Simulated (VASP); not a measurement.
# Ni2H (P3m1) in VASP: notebook

The runs below take Ni2H through single point, with PBEsol.

Program: VASP 6.6.1. These are calculated values, not measurements. Logs are shortened: lines on timing, memory, paths and dates and some standing lists are left out, and cuts for length are marked.

## Step 1: The cell of the first run

The typed cell holds 3 atoms: a = 2.643 Å, b = 2.643 Å, c = 4.308 Å, α = 90.00°, β = 90.00°, γ = 120.00°.

## Step 2: Single point, PBEsol, collinear spin, ferromagnetic start

The input, INCAR:

```
SYSTEM = Ni2H
PREC = Accurate
ENCUT = 520
EDIFF = 1E-7
ISMEAR = -1
SIGMA = 0.05
LREAL = .False.
LASPH = .True.
NELM = 150
ALGO = Normal
ISIF = 2
LWAVE = .False.
LCHARG = .False.
ISPIN = 2
MAGMOM = 0.45 0.45 0
LORBIT = 11
NUPDOWN = 0.9
LMAXMIX = 4
GGA = PS
NBANDS = 22
```

The input, KPOINTS:

```
Automatic mesh
0
Gamma
  12 12 6
  0 0 0
```

The input, POSCAR:

```
Ni2H
1.0
    2.6430021000      0.0000000000      0.0000000000
   -1.3215010500      2.2889069600      0.0000000000
    0.0000000000      0.0000000000      4.3080000000
Ni H
2 1
Direct
    0.3333333300      0.6666666700      0.2610000000
    0.6666666700      0.3333333300      0.7960000000
    0.0000000000      0.0000000000      0.0280000000
```

Potentials or basis: VASP PAW PBE potentials, release 64 (Ni, H).

Started as:

```bash
$ cat potpaw_PBE.64/Ni/POTCAR potpaw_PBE.64/H/POTCAR > POTCAR
$ mpirun -np 1 vasp_std > vasp.out
```

OUTCAR:

```text
SYSTEM = Ni2H
   PREC = Accurate
   ENCUT = 520
   EDIFF = 1E-7
   ISMEAR = -1
   LREAL = .False.
   LASPH = .True.
   NELM = 150
   ISIF = 2
   ISPIN = 2
   LORBIT = 11
   NUPDOWN = 0.9
   GGA = PS

 ion  position               nearest neighbor table
   1  0.333  0.667  0.261-   3 1.83   3 1.83   3 1.83   2 2.52   2 2.52   2 2.52   2 2.76   2 2.76
                             2 2.76
   2  0.667  0.333  0.796-   3 1.82   3 1.82   3 1.82   1 2.52   1 2.52   1 2.52   1 2.76   1 2.76
                             1 2.76
   3  0.000  0.000  0.028-   2 1.82   2 1.82   2 1.82   1 1.83   1 1.83   1 1.83

  LATTYP: Found a hexagonal cell.
 ALAT       =     2.6430021000
 C/A-ratio  =     1.6299646527

  Lattice vectors:

 A1 = (   2.6430021000,   0.0000000000,   0.0000000000)
 A2 = (  -1.3215010500,   2.2889069600,   0.0000000000)
 A3 = (   0.0000000000,   0.0000000000,   4.3080000000)

Analysis of symmetry for initial positions (statically):
=====================================================================
 Subroutine PRICEL returns:
 Original cell was already a primitive cell.

 Routine SETGRP: Setting up the symmetry group for a
 hexagonal supercell.

 Subroutine GETGRP returns: Found  6 space group operations
 (whereof  6 operations were pure point group operations)
 out of a pool of 24 trial point group operations.

The static configuration has the point symmetry C_3v.

Analysis of symmetry for dynamics (positions and initial velocities):
=====================================================================
 Subroutine PRICEL returns:
 Original cell was already a primitive cell.

 Routine SETGRP: Setting up the symmetry group for a
 hexagonal supercell.

 Subroutine GETGRP returns: Found  6 space group operations
 (whereof  6 operations were pure point group operations)
 out of a pool of 24 trial point group operations.

The dynamic configuration has the point symmetry C_3v.

Analysis of structural, dynamic, and magnetic symmetry:
=====================================================================
 Subroutine PRICEL returns:
 Original cell was already a primitive cell.

 Routine SETGRP: Setting up the symmetry group for a
 hexagonal supercell.

 Subroutine GETGRP returns: Found  6 space group operations
 (whereof  6 operations were pure point group operations)
 out of a pool of 24 trial point group operations.

The overall configuration has the point symmetry C_3v.

 Subroutine INISYM returns: Found  6 space group operations
 (whereof  6 operations are pure point group operations),
 and found     1 'primitive' translations

----------------------------------------------------------------------------------------

                                     Primitive cell

  volume of cell :      26.0616

  direct lattice vectors                    reciprocal lattice vectors
     2.643002100  0.000000000  0.000000000     0.378357626  0.218444877  0.000000000
    -1.321501050  2.288906960  0.000000000     0.000000000  0.436889755  0.000000000
     0.000000000  0.000000000  4.308000000     0.000000000  0.000000000  0.232126277

  length of vectors
     2.643002100  2.643002099  4.308000000     0.436889754  0.436889755  0.232126277

  position of ions in fractional coordinates (direct lattice)
     0.333333330  0.666666670  0.261000000
     0.666666670  0.333333330  0.796000000
     0.000000000  0.000000000  0.028000000

  ion indices of the primitive-cell ions
   primitive index   ion index
                 1           1
                 2           2
                 3           3

----------------------------------------------------------------------------------------

 KPOINTS: Automatic mesh

Automatic generation of k-mesh.
 Grid dimensions read from file:
 generate k-points for:   12   12    6

 Generating k-lattice:

  Cartesian coordinates                     Fractional coordinates (reciprocal lattice)
     0.031529802  0.018203740  0.000000000     0.083333333  0.000000000  0.000000000
     0.000000000  0.036407480  0.000000000     0.000000000  0.083333333  0.000000000
     0.000000000  0.000000000  0.038687713     0.000000000  0.000000000  0.166666667

  Length of vectors
     0.036407480  0.036407480  0.038687713

  Shift w.r.t. Gamma in fractional coordinates (k-lattice)
     0.000000000  0.000000000  0.000000000

 Subroutine IBZKPT returns following result:
 ===========================================

 Found    100 irreducible k-points:

 Following reciprocal coordinates:
            Coordinates               Weight
  0.000000  0.000000  0.000000      1.000000
  0.083333  0.000000  0.000000      6.000000
  0.166667 -0.000000  0.000000      6.000000
  0.250000 -0.000000  0.000000      6.000000
  0.333333 -0.000000  0.000000      6.000000
  0.416667 -0.000000  0.000000      6.000000
[... 16 lines left out ...]
  0.166667 -0.000000  0.166667      6.000000
  0.000000  0.166667  0.166667      6.000000
 [... further k-points ...]
   k-points           NKPTS =    100   k-points in BZ     NKDIM =    100   number of bands    NBANDS=     22
   number of dos      NEDOS =    301   number of ions     NIONS =      3
   total plane-waves  NPLWV =  12800
   dimension x,y,z NGX =    20 NGY =   20 NGZ =   32
   dimension x,y,z NGXF=    40 NGYF=   40 NGZF=   64
   ions per type =               2   1
   NGX,Y,Z   is equivalent  to a cutoff of  12.58, 12.58, 12.35 a.u.
   NGXF,Y,Z  is equivalent  to a cutoff of  25.16, 25.16, 24.70 a.u.
 SYSTEM =  Ni2H
   PREC   = accura    normal or accurate (medium, high low for compatibility)
   ISTART =      0    job   : 0-new  1-cont  2-samecut
   ICHARG =      2    charge: 1-file 2-atom 10-const
   ISPIN  =      2    spin polarized calculation?
   LNONCOLLINEAR =      F non collinear calculations
   LSORBIT =      F    spin-orbit coupling
   LASPH  =      T    aspherical Exc in radial PAW
   ENCUT  =  520.0 eV  38.22 Ry    6.18 a.u.   4.91  4.91  8.01*2*pi/ulx,y,z
   NELM   =    150;   NELMIN=  2; NELMDL= -5     # of ELM steps
   EDIFF  = 0.1E-06   stopping-criterion for ELM
   LREAL  =      F    real-space projection
   EDIFFG = 0.1E-05   stopping-criterion for IOM
   NSW    =      0    number of steps for IOM
   IBRION =     -1    ionic relax: 0-MD 1-quasi-New 2-CG
   NFREE  =      0    steps in history (QN), initial steepest desc. (CG)
   ISIF   =      2    stress and relaxation
   ISYM   =      2    0-nonsym 1-usesym 2-fastsym
   POTIM  = 0.5000    time-step for ionic-motion
   TEBEG  =    0.0;   TEEND  =   0.0 temperature during run
   PSTRESS=    0.0 pullay stress
   NELECT =      21.0000    total number of electrons
   NUPDOWN=       0.9000    fix difference up-down
   EMIN   =  10.00;   EMAX   =-10.00  energy-range for DOS
   EFERMI =   0.00;   METHOD = LEGACY
   ISMEAR =    -1;   SIGMA  =   0.05  broadening in eV -4-tet -1-fermi 0-gaus
   EFERMI_NEDOS =   21; number of points for ismear=-14 and -15
   IALGO  =     38    algorithm
   IMIX   =      4    mixing-type and parameters
     AMIX     =   0.40;   BMIX     =  1.00
     AMIX_MAG =   1.60;   BMIX_MAG =  1.00
  volume/ion in A,a.u.               =       8.69        58.62
  Fermi-wavevector in a.u.,A,eV,Ry     =   1.523401  2.878810 31.575716  2.320750
  Thomas-Fermi vector in A             =   2.631849
   LORBIT       =     11    0 simple, 1 ext, 2 COOP (PROOUT), +10 PAW based schemes
   GGA     = PS    functional components
   LHFCALC =     F    Hartree Fock is set to
   AEXX    =    0.0000 exact exchange contribution
   IVDW    =     0    specifies the selected vdW correction
   LEPSILON=     F    determine dielectric tensor
   LRPA    =     F    only Hartree local field effects (RPA)
 spin polarized calculation
  energy-cutoff  :      520.00
  volume of cell :       26.06
 maximum number of plane-waves:       732
   NGX =  9   NGY =  9   NGZ = 17

 number of electron      20.9999991 magnetization       0.8999999

 Free energy of the ion-electron system (eV)
  ---------------------------------------------------
  ext. energy  EPLUGINS =         0.00000000
  ---------------------------------------------------
  free energy    TOTEN  =       -15.37704052 eV

  energy without entropy =      -15.33366736  energy(sigma->0) =      -15.35535394

 E-fermi :   7.6591     XC(G=0): -12.7816

 val. band max:        7.8610427024   @ k =   0.2500   0.2500   0.0000
 cond. band min:       7.6600264113   @ k =   0.4167  -0.0000   0.3333
 fundamental gap:     -0.2010162911
 Fermi energy:         7.8723493944

 spin component 1

 k-point     1 :       0.0000    0.0000    0.0000
  band No.  band energies     occupation
      1      -3.1137      1.00000
      2       3.3411      1.00000
      3       5.4180      1.00000
      4       5.6156      1.00000
      5       5.6156      1.00000
      6       5.8509      1.00000
[... 14 lines left out ...]
     21      32.1067      0.00000
     22      34.5939      0.00000
[... 552 lines left out ...]
  band No.  band energies     occupation
      1      -2.2869      1.00000
      2       3.5298      1.00000
      3       4.6853      1.00000
      4       5.3343      1.00000
      5       5.6219      1.00000
      6       5.8819      1.00000
[... 14 lines left out ...]
     21      30.6043      0.00000
     22      33.0583      0.00000

 [... further k-points ...]

 spin component 2

 k-point     1 :       0.0000    0.0000    0.0000
  band No.  band energies     occupation
      1      -3.1052      1.00000
      2       3.6090      1.00000
      3       5.4785      1.00000
      4       6.0485      1.00000
      5       6.0485      1.00000
      6       6.2703      1.00000
[... 14 lines left out ...]
     21      32.1164      0.00000
     22      34.5979      0.00000
[... 552 lines left out ...]
  band No.  band energies     occupation
      1      -2.2755      1.00000
      2       3.7059      1.00000
      3       4.9681      1.00000
      4       5.7427      1.00000
      5       6.0895      1.00000
      6       6.3431      1.00000
[... 14 lines left out ...]
     21      30.6415      0.00000
     22      33.1183      0.00000

 [... further k-points ...]

------------------------ aborting loop because EDIFF is reached ----------------------------------------

  FORCE on cell =-STRESS in cart. coord.  units (eV):
  Direction    XX          YY          ZZ          XY          YZ          ZX
  --------------------------------------------------------------------------------------
  -------------------------------------------------------------------------------------
  Total       -2.6587731     -2.6587730     -2.5251177      0.0000000      0.0000000      0.0000000
  in kB     -163.4521012   -163.4521011   -155.2354365      0.0000000      0.0000000      0.0000000
  external PRESSURE =    -160.7132129 kB  Pullay stress =       0.0000000 kB

 VOLUME and BASIS-vectors are now :
 -----------------------------------------------------------------------------
  energy-cutoff  :      520.00
  volume of cell :       26.06
      direct lattice vectors                 reciprocal lattice vectors
     2.643002100  0.000000000  0.000000000     0.378357626  0.218444877  0.000000000
    -1.321501050  2.288906960  0.000000000     0.000000000  0.436889755  0.000000000
     0.000000000  0.000000000  4.308000000     0.000000000  0.000000000  0.232126277

 POSITION                                       TOTAL-FORCE (eV/Angst)
 -----------------------------------------------------------------------------------
     -0.00000      1.52594      1.12439        -0.000000      0.000000      1.046440
      1.32150      0.76297      3.42917        -0.000000     -0.000000     -1.049060
      0.00000      0.00000      0.12062         0.000000      0.000000      0.002620
 -----------------------------------------------------------------------------------
    total drift:                               -0.000000     -0.000000     -0.000028

  FREE ENERGIE OF THE ION-ELECTRON SYSTEM (eV)
  ---------------------------------------------------
  free  energy   TOTEN  =       -15.3770405222 eV

  energy  without entropy=      -15.3336673582  energy(sigma->0) =      -15.35535394

 total charge

# of ion       s       p       d       tot
------------------------------------------
    1        0.418   0.453   8.372   9.243
    2        0.418   0.454   8.372   9.244
    3        0.496   0.039   0.000   0.534
--------------------------------------------------
tot          1.332   0.946  16.744  19.022

 magnetization (x)

# of ion       s       p       d       tot
------------------------------------------
    1       -0.001  -0.005   0.464   0.459
    2       -0.001  -0.005   0.462   0.456
    3       -0.000  -0.001   0.000  -0.001
--------------------------------------------------
tot         -0.002  -0.010   0.926   0.914
```

Wall time 2.4 min (1 thread of Oxide Virtual Turin-like, shared host); peak memory 0.17 GiB.

What came out:

| Quantity | Value |
| --- | --- |
| Free energy | -15.3770 eV |
| Pressure | -16.1 GPa |
| Largest force | 1.049 eV/Å |
| Net moment | 0.90 μB per cell |
| Site moments | Ni +0.46; H -0.00 μB |
| Valence electrons inside the program's atomic spheres | Ni 9.24; H 0.53 |

Forces in eV/Å, atoms in the order of the input:
```
Ni   0.000  0.000  1.046
Ni   0.000  0.000 -1.049
H    0.000  0.000  0.003
```

Stress tensor (GPa, compression positive):
```
-16.35   0.00   0.00
  0.00 -16.35   0.00
  0.00   0.00 -15.52
```

Caveat: the cell stands under tension; the PAW data sets were made with another functional, which shifts forces and pressure a little; the total moment is fixed, so each spin has its own Fermi level and the state may be an excited one.

## Step 3: Single point, PBEsol, collinear spin, ferromagnetic start

The input, INCAR:

```
PREC = Accurate ; ENCUT = 520
EDIFF = 1E-7 ; ISMEAR = -1
SIGMA = 0.05 ; LREAL = F
LASPH = T ; NELM = 150
ALGO = Normal ; ISIF = 2
LWAVE = F ; LCHARG = F
ISPIN = 2 ; MAGMOM = 0.75 0.75 0
LORBIT = 11 ; NUPDOWN = 1.5
LMAXMIX = 4 ; GGA = PS
NBANDS = 22
```

The input, KPOINTS:

```
regular mesh
0
Gamma
  12 12 6
```

POSCAR is that of step 2.

Potentials or basis: VASP PAW PBE potentials, release 64 (Ni, H).

Started as:

```bash
$ cat potpaw_PBE.64/Ni/POTCAR potpaw_PBE.64/H/POTCAR > POTCAR
$ mpirun -np 1 vasp_std > vasp.out
```

Wall time 2.8 min (1 thread of Oxide Virtual Turin-like, shared host); peak memory 0.17 GiB.

The run converged. Its results:

| Item | Value |
| --- | --- |
| Free energy | -15.2445 eV |
| Pressure | -14.2 GPa |
| Largest force | 1.116 eV/Å |
| Net moment | 1.50 μB per cell |
| Site moments | Ni +0.74; H +0.01 μB |
| Valence electrons inside the program's atomic spheres | Ni 9.23; H 0.54 |

Forces in eV/Å, atoms in the order of the input:
```
Ni   0.000  0.000  1.113
Ni   0.000  0.000 -1.116
H    0.000  0.000  0.003
```

Stress tensor (GPa, compression positive):
```
-14.27   0.00   0.00
  0.00 -14.27   0.00
  0.00   0.00 -14.03
```

Caveat: the cell stands under tension; the PAW data sets were made with another functional, which shifts forces and pressure a little; the total moment is fixed, so each spin has its own Fermi level and the state may be an excited one.
